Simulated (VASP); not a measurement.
# Lu (Im-3m) in VASP: further runs

Runs on Lu. Level: r2SCAN. Tasks: single point.

All numbers are computed with VASP 6.6.1; they aren't measurements. Logs are shortened: lines on timing, memory, paths and dates and some standing lists are left out, and cuts for length are marked.

## 1. The cell of the first run

Symmetry: Im-3m, No. 229, cubic system. The conventional cell has a = 3.431 Å, b = 3.431 Å, c = 3.431 Å, α = 90.00°, β = 90.00°, γ = 90.00°. Within 3.9 Å of Lu (site symmetry m-3m) lie 14 Lu at 2.97 to 3.43 Å.

## 2. Single point, r2SCAN

Contents of POSCAR:

```
Lu
1.0
    1.7154855369      1.7154855369      1.7154855369
   -1.7154855369      1.7154855369      1.7154855369
   -1.7154855369     -1.7154855369      1.7154855369
Lu
1
Direct
    0.0000000000      0.0000000000      0.0000000000
```

Contents of INCAR.step1:

```
PREC     = Accurate       # precision mode
ENCUT    = 520            # plane-wave cutoff, eV
ISMEAR   = 0              # smearing method
SIGMA    = 0.05           # smearing width, eV
LREAL    = F              # projectors in reciprocal space
LASPH    = T              # aspherical terms in the spheres
NELM     = 60             # most SCF steps
NBANDS   = 18             # bands
GGA      = PE             # functional
ALGO     = Normal         # electronic algorithm
EDIFF    = 1E-4           # SCF threshold, eV
LWAVE    = T              # write WAVECAR
LCHARG   = F              # write CHGCAR
```

Contents of INCAR.step2:

```
PREC     = Accurate       # precision mode
ENCUT    = 520            # plane-wave cutoff, eV
EDIFF    = 1E-6           # SCF threshold, eV
ISMEAR   = 0              # smearing method
SIGMA    = 0.05           # smearing width, eV
LREAL    = F              # projectors in reciprocal space
LASPH    = T              # aspherical terms in the spheres
NELM     = 60             # most SCF steps
ALGO     = Normal         # electronic algorithm
ISIF     = 2              # what is computed and relaxed
LWAVE    = F              # write WAVECAR
LCHARG   = T              # write CHGCAR
METAGGA  = R2SCAN         # meta-GGA
LMIXTAU  = T            
LELF     = T              # ELF
LVHAR    = T            
NBANDS   = 18             # bands
ISTART   = 1
```

Contents of KPOINTS:

```
Automatic mesh
0
Gamma
  6 6 6
```

Potentials or basis: VASP PAW PBE potentials, release 64 (Lu).

Started as:

```sh
$ cat potpaw_PBE.64/Lu/POTCAR > POTCAR
$ cp INCAR.step1 INCAR
$ mpirun -np 1 vasp_std > vasp.out
$ cp INCAR.step2 INCAR
$ mpirun -np 1 vasp_std > vasp.out
```

OUTCAR:

```text
PREC = Accurate
   ENCUT = 520
   EDIFF = 1E-6
   ISMEAR = 0
   LREAL = F
   LASPH = T
   NELM = 60
   ISIF = 2
   METAGGA = R2SCAN
   ISTART = 1

 ion  position               nearest neighbor table
   1  0.000  0.000  0.000-

  LATTYP: Found a body centered cubic cell.
 ALAT       =     3.4309710738

  Lattice vectors:

 A1 = (   1.7154855369,  -1.7154855369,  -1.7154855369)
 A2 = (   1.7154855369,   1.7154855369,   1.7154855369)
 A3 = (  -1.7154855369,  -1.7154855369,   1.7154855369)

Analysis of symmetry for initial positions (statically):
=====================================================================
 Subroutine PRICEL returns:
 Original cell was already a primitive cell.

 Routine SETGRP: Setting up the symmetry group for a
 body centered cubic supercell.

 Subroutine GETGRP returns: Found 48 space group operations
 (whereof 48 operations were pure point group operations)
 out of a pool of 48 trial point group operations.

The static configuration has the point symmetry O_h .

Analysis of symmetry for dynamics (positions and initial velocities):
=====================================================================
 Subroutine PRICEL returns:
 Original cell was already a primitive cell.

 Routine SETGRP: Setting up the symmetry group for a
 body centered cubic supercell.

 Subroutine GETGRP returns: Found 48 space group operations
 (whereof 48 operations were pure point group operations)
 out of a pool of 48 trial point group operations.

The dynamic configuration has the point symmetry O_h .

 Subroutine INISYM returns: Found 48 space group operations
 (whereof 48 operations are pure point group operations),
 and found     1 'primitive' translations

----------------------------------------------------------------------------------------

                                     Primitive cell

  volume of cell :      20.1939

  direct lattice vectors                    reciprocal lattice vectors
     1.715485537  1.715485537  1.715485537     0.291462673  0.000000000  0.291462673
    -1.715485537  1.715485537  1.715485537    -0.291462673  0.291462673  0.000000000
    -1.715485537 -1.715485537  1.715485537     0.000000000 -0.291462673  0.291462673

  length of vectors
     2.971308110  2.971308110  2.971308110     0.412190465  0.412190465  0.412190465

[... 62 lines left out ...]
   ICHARG =      0    charge: 1-file 2-atom 10-const
   ISPIN  =      1    spin polarized calculation?
   LNONCOLLINEAR =      F non collinear calculations
   LSORBIT =      F    spin-orbit coupling
   LASPH  =      T    aspherical Exc in radial PAW
   ENCUT  =  520.0 eV  38.22 Ry    6.18 a.u.   5.52  5.52  5.52*2*pi/ulx,y,z
   NELM   =     60;   NELMIN=  2; NELMDL=  0     # of ELM steps
   EDIFF  = 0.1E-05   stopping-criterion for ELM
   LREAL  =      F    real-space projection
   EDIFFG = 0.1E-04   stopping-criterion for IOM
   NSW    =      0    number of steps for IOM
   IBRION =     -1    ionic relax: 0-MD 1-quasi-New 2-CG
   NFREE  =      0    steps in history (QN), initial steepest desc. (CG)
   ISIF   =      2    stress and relaxation
   ISYM   =      2    0-nonsym 1-usesym 2-fastsym
   POTIM  = 0.5000    time-step for ionic-motion
   TEBEG  =    0.0;   TEEND  =   0.0 temperature during run
   PSTRESS=    0.0 pullay stress
   NELECT =      25.0000    total number of electrons
   NUPDOWN=      -1.0000    fix difference up-down
   EMIN   =  10.00;   EMAX   =-10.00  energy-range for DOS
   EFERMI =   0.00;   METHOD = LEGACY
   ISMEAR =     0;   SIGMA  =   0.05  broadening in eV -4-tet -1-fermi 0-gaus
   EFERMI_NEDOS =   21; number of points for ismear=-14 and -15
   IALGO  =     38    algorithm
   IMIX   =      4    mixing-type and parameters
     AMIX     =   0.40;   BMIX     =  1.00
     AMIX_MAG =   1.60;   BMIX_MAG =  1.00
  volume/ion in A,a.u.               =      20.19       136.28
  Fermi-wavevector in a.u.,A,eV,Ry     =   1.757847  3.321849 42.042364  3.090027
  Thomas-Fermi vector in A             =   2.827121
   LORBIT       =      0    0 simple, 1 ext, 2 COOP (PROOUT), +10 PAW based schemes
   METAGGA = R2SCAN    functional components
   LHFCALC =     F    Hartree Fock is set to
   AEXX    =    0.0000 exact exchange contribution
   IVDW    =     0    specifies the selected vdW correction
   LEPSILON=     F    determine dielectric tensor
   LRPA    =     F    only Hartree local field effects (RPA)
 non-spin polarized calculation
 Gauss-broadening in eV      SIGMA  =   0.05
  energy-cutoff  :      520.00
  volume of cell :       20.19
 maximum number of plane-waves:       555
 NGX is ok and might be reduce to    24
   NGX = 11   NGY = 11   NGZ = 11

 number of electron      25.0000000 magnetization

 Free energy of the ion-electron system (eV)
  ---------------------------------------------------
  ext. energy  EPLUGINS =         0.00000000
  ---------------------------------------------------
  free energy    TOTEN  =       -37.19543914 eV

  energy without entropy =      -37.18701569  energy(sigma->0) =      -37.19122741

 E-fermi :   4.0008     XC(G=0): -13.7511

 val. band max:        3.9946414386   @ k =   0.5000   0.0000   0.0000
 cond. band min:       4.0238107188   @ k =   0.5000   0.1667   0.0000
 fundamental gap:      0.0291692802
 Fermi energy:         4.0008296706

 k-point     1 :       0.0000    0.0000    0.0000
  band No.  band energies     occupation
      1     -53.5675      2.00000
      2     -22.8890      2.00000
      3     -22.8889      2.00000
      4     -22.8889      2.00000
      5      -3.3053      2.00000
      6      -1.0548      2.00000
[... 313 lines left out ...]
      5      -1.0546      2.00000
      6      -0.9438      2.00000
[... 10 lines left out ...]
     17      13.3792      0.00000
     18      13.3792      0.00000

------------------------ aborting loop because EDIFF is reached ----------------------------------------

  FORCE on cell =-STRESS in cart. coord.  units (eV):
  Direction    XX          YY          ZZ          XY          YZ          ZX
  --------------------------------------------------------------------------------------
  -------------------------------------------------------------------------------------
  Total        3.9375270      3.9375270      3.9375270      0.0000000     -0.0000000     -0.0000000
  in kB      312.4013847    312.4013847    312.4013847      0.0000000     -0.0000000     -0.0000000
  external PRESSURE =     312.4013847 kB  Pullay stress =       0.0000000 kB

 VOLUME and BASIS-vectors are now :
 -----------------------------------------------------------------------------
  energy-cutoff  :      520.00
  volume of cell :       20.19
      direct lattice vectors                 reciprocal lattice vectors
     1.715485537  1.715485537  1.715485537     0.291462673  0.000000000  0.291462673
    -1.715485537  1.715485537  1.715485537    -0.291462673  0.291462673  0.000000000
    -1.715485537 -1.715485537  1.715485537     0.000000000 -0.291462673  0.291462673

 POSITION                                       TOTAL-FORCE (eV/Angst)
 -----------------------------------------------------------------------------------
      0.00000      0.00000      0.00000         0.000000     -0.000000      0.000000
 -----------------------------------------------------------------------------------
    total drift:                               -0.000000     -0.000000     -0.000000

  FREE ENERGIE OF THE ION-ELECTRON SYSTEM (eV)
  ---------------------------------------------------
  free  energy   TOTEN  =       -37.1954391367 eV

  energy  without entropy=      -37.1870156880  energy(sigma->0) =      -37.19122741
```

OUTCAR.step1:

```text
PREC = Accurate
   ENCUT = 520
   ISMEAR = 0
   LREAL = F
   LASPH = T
[... 541 lines left out ...]

 POSITION                                       TOTAL-FORCE (eV/Angst)
 -----------------------------------------------------------------------------------
      0.00000      0.00000      0.00000        -0.000000      0.000000      0.000000
 -----------------------------------------------------------------------------------
    total drift:                                0.000000     -0.000000      0.000000

  FREE ENERGIE OF THE ION-ELECTRON SYSTEM (eV)
  ---------------------------------------------------
  free  energy   TOTEN  =        -3.6769766388 eV

  energy  without entropy=       -3.6700241942  energy(sigma->0) =       -3.67350042
```

OSZICAR.step1:

```text
N       E                     dE             d eps       ncg     rms          rms(c)
DAV:   1     0.727976461887E+02    0.72798E+02   -0.97200E+03   720   0.451E+03
DAV:   2     0.127269729117E+01   -0.71525E+02   -0.69719E+02   584   0.352E+02
DAV:   3    -0.368430809475E+01   -0.49570E+01   -0.49143E+01   628   0.716E+01
DAV:   4    -0.383688772612E+01   -0.15258E+00   -0.15173E+00   766   0.110E+01
DAV:   5    -0.384266517063E+01   -0.57774E-02   -0.57701E-02   676   0.192E+00    0.351E+00
DAV:   6    -0.368484479485E+01    0.15782E+00   -0.68941E-01   896   0.204E+01    0.129E+00
DAV:   7    -0.367587673667E+01    0.89681E-02   -0.37910E-02   840   0.253E+00    0.443E-01
DAV:   8    -0.367607136960E+01   -0.19463E-03   -0.81133E-03   934   0.599E-01    0.149E-01
DAV:   9    -0.367698350580E+01   -0.91214E-03   -0.23210E-03   884   0.332E-01    0.383E-02
DAV:  10    -0.367697663881E+01    0.68670E-05   -0.17774E-04   456   0.207E-01
   1 F= -.36769766E+01 E0= -.36735004E+01  d E =-.695244E-02
```

Run time: 21 s. Hardware: 1 thread of Intel Xeon 6975P-C, shared host; peak memory 0.15 GiB.

Results:

```
Free energy : -37.1954 eV
Pressure    : 31.2 GPa
```

Levels at points of the mesh, in eV from the Fermi level:
| k point | band 8 | band 9 | band 10 | band 11 | band 12 | band 13 | band 14 | band 15 | band 16 | band 17 |
| --- | --- | --- | --- | --- | --- | --- | --- | --- | --- | --- |
| (0.00, 0.00, 0.00) | -5.06 | -4.82 | -4.82 | -4.82 | -4.76 | 2.74 | 2.74 | 2.74 | 5.82 | 5.82 |
| (0.50, 0.00, 0.00) | -4.87 | -4.84 | -4.84 | -4.80 | -3.52 | -0.01 | 2.07 | 5.98 | 7.22 | 10.54 |
| (0.50, 0.50, 0.50) | -4.94 | -4.80 | -4.80 | -4.80 | -3.14 | -3.14 | 9.28 | 9.28 | 9.28 | 9.38 |

Caveat: the k points lie up to 0.43 Å⁻¹ apart; the PAW data sets were made with another functional, which shifts forces and pressure a little; spin-orbit coupling is left out, which moves the levels of the heavy elements.

## 3. Single point, r2SCAN

This run uses another cell than the first one, of 22.28 Å³/atom, 1.103 times its volume.

Contents of POSCAR:

```
Lu
1.0
    1.7725416524      1.7725416524      1.7725416524
   -1.7725416524      1.7725416524      1.7725416524
   -1.7725416524     -1.7725416524      1.7725416524
Lu
1
Direct
    0.0000000000      0.0000000000      0.0000000000
```

Contents of INCAR.step1:

```
  PREC = Accurate
  ENCUT = 520
  ISMEAR = 0
  SIGMA = 0.05
  LREAL = F
  LASPH = T
  NELM = 80
  NBANDS = 18
  GGA = PE
  ALGO = Normal
  EDIFF = 1E-4
  LWAVE = T
  LCHARG = F
```

Contents of INCAR.step2:

```
  PREC = Accurate
  ENCUT = 520
  EDIFF = 1E-7
  ISMEAR = 0
  SIGMA = 0.05
  LREAL = F
  LASPH = T
  NELM = 80
  ALGO = Normal
  ISIF = 2
  LWAVE = F
  LCHARG = F
  METAGGA = R2SCAN
  LMIXTAU = T
  NBANDS = 18
  ISTART = 1
```

Contents of KPOINTS:

```
regular mesh
0
Gamma
  6 6 6
```

Potentials or basis: VASP PAW PBE potentials, release 64 (Lu).

Started as:

```sh
$ cat potpaw_PBE.64/Lu/POTCAR > POTCAR
$ cp INCAR.step1 INCAR
$ mpirun -np 1 vasp_std > vasp.out
$ cp INCAR.step2 INCAR
$ mpirun -np 1 vasp_std > vasp.out
```

OUTCAR:

```text
PREC = Accurate
   ENCUT = 520
   EDIFF = 1E-7
   ISMEAR = 0
   LREAL = F
   LASPH = T
   NELM = 80
   ISIF = 2
   METAGGA = R2SCAN
   ISTART = 1

 ion  position               nearest neighbor table
   1  0.000  0.000  0.000-

  LATTYP: Found a body centered cubic cell.
 ALAT       =     3.5450833048

  Lattice vectors:

 A1 = (   1.7725416524,  -1.7725416524,  -1.7725416524)
[... 494 lines left out ...]
      5      -1.5512      2.00000
      6      -1.4601      2.00000
[... 10 lines left out ...]
     17      12.1674      0.00000
     18      12.1675      0.00000

------------------------ aborting loop because EDIFF is reached ----------------------------------------

  FORCE on cell =-STRESS in cart. coord.  units (eV):
  Direction    XX          YY          ZZ          XY          YZ          ZX
  --------------------------------------------------------------------------------------
  -------------------------------------------------------------------------------------
  Total        2.8479948      2.8479948      2.8479948      0.0000000     -0.0000000      0.0000000
  in kB      204.8332371    204.8332371    204.8332371      0.0000000     -0.0000000      0.0000000
  external PRESSURE =     204.8332371 kB  Pullay stress =       0.0000000 kB

 VOLUME and BASIS-vectors are now :
 -----------------------------------------------------------------------------
  energy-cutoff  :      520.00
  volume of cell :       22.28
      direct lattice vectors                 reciprocal lattice vectors
     1.772541652  1.772541652  1.772541652     0.282080818  0.000000000  0.282080818
    -1.772541652  1.772541652  1.772541652    -0.282080818  0.282080818  0.000000000
    -1.772541652 -1.772541652  1.772541652     0.000000000 -0.282080818  0.282080818

 POSITION                                       TOTAL-FORCE (eV/Angst)
 -----------------------------------------------------------------------------------
      0.00000      0.00000      0.00000         0.000000      0.000000      0.000000
 -----------------------------------------------------------------------------------
    total drift:                               -0.000000     -0.000000     -0.000000

  FREE ENERGIE OF THE ION-ELECTRON SYSTEM (eV)
  ---------------------------------------------------
  free  energy   TOTEN  =       -37.5281408763 eV

  energy  without entropy=      -37.5214314746  energy(sigma->0) =      -37.52478618
```

OUTCAR.step1:

```text
PREC = Accurate
   ENCUT = 520
   ISMEAR = 0
   LREAL = F
   LASPH = T
[... 540 lines left out ...]

 POSITION                                       TOTAL-FORCE (eV/Angst)
 -----------------------------------------------------------------------------------
      0.00000      0.00000      0.00000         0.000000     -0.000000      0.000000
 -----------------------------------------------------------------------------------
    total drift:                                0.000000     -0.000000      0.000000

  FREE ENERGIE OF THE ION-ELECTRON SYSTEM (eV)
  ---------------------------------------------------
  free  energy   TOTEN  =        -3.9947914408 eV

  energy  without entropy=       -3.9880239263  energy(sigma->0) =       -3.99140768
```

Run time: 21 s. Hardware: 1 thread of Intel Xeon 6975P-C, shared host; peak memory 0.15 GiB.

Results:

| Property | Result |
| --- | --- |
| Free energy | -37.5281 eV |
| Pressure | 20.5 GPa |

Caveat: the k points lie up to 0.42 Å⁻¹ apart; the PAW data sets were made with another functional, which shifts forces and pressure a little; spin-orbit coupling is left out, which moves the levels of the heavy elements.
